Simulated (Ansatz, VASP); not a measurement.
# AlC in VASP and in Ansatz

```
Al C
1.0
     0.00000    2.13461    2.13461
     2.13461    0.00000    2.13461
     2.13461    2.13461    0.00000
Al C
1 1
Direct
  0.00000 0.00000 0.00000
  0.50000 0.50000 0.50000
```

Change from the starting cell: species swapped into the TiAg type (P4/nmm, No. 129).

Alike in both runs: task relaxation of cell and atoms; functional PBE; k mesh 22 × 22 × 22; occupations gaussian, width 0.1 eV; no spin polarisation.

```csv
,VASP,Ansatz
version,VASP 6.6.1,Ansatz 0.2.0
potentials or method,"VASP PAW PBE potentials, release 64 (Al, C), cutoff 600 eV","scalar-relativistic, plane waves, PAW"
valence electrons in the cell,7,7
```

|  | VASP | Ansatz | Ansatz less VASP |
| --- | --- | --- | --- |
| gap on the k mesh at the Fermi level, each at its own relaxed structure (eV) | none | none | - |
| relaxed volume (Å³/atom) | 9.73 | 9.73 | +0.003 |
| relaxed cell length with the largest relative difference (Å) | 3.019 | 3.019 | +0.0003 |

A gap of «none» marks a metal or a gap that the smearing closes.

Noted on VASP's run: the relaxation stopped at its first step, so nothing moved.
